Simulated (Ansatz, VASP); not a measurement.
## Two plane-wave programs on SnTe

```
Te Sn
1.0
     0.00000    3.61115    3.61115
     3.61115    0.00000    3.61115
     3.61115    3.61115    0.00000
Te Sn
1 1
Direct
  0.25000 0.25000 0.25000
  0.00000 0.00000 0.00000
```

Alike in both runs: functional HSE06; k mesh 4 × 4 × 4; occupations fermi-dirac, width 0.05 eV; no spin polarisation.

|  | VASP | Ansatz |
| --- | --- | --- |
| version | VASP 6.6.1 | Ansatz 0.2.0 |
| potentials or method | VASP PAW PBE potentials, release 64 (Te, Sn_d) | Ansatz PAW |
| plane-wave cutoff (eV) | 520 | 420 |
| valence electrons in the cell | 20 | 30 |
| task | single point | band structure |

Ansatz gave:

```
gap on the k mesh at the Fermi level (eV) : 0.38
least direct gap on the mesh (eV)         : 1.16
pressure (GPa)                            : -0.6
```

Q: Estimate VASP's values.

A: gap on the k mesh at the Fermi level (eV): 0.37; least direct gap on the mesh (eV): 1.14; pressure (GPa): -0.7.

The functional is the same, so the differences come from potentials, cutoffs and numerics. VASP's potentials hold 20 valence electrons a cell and Ansatz's 30, so a difference there can come from the potentials and not from the codes.

Neither program's run includes spin-orbit coupling.
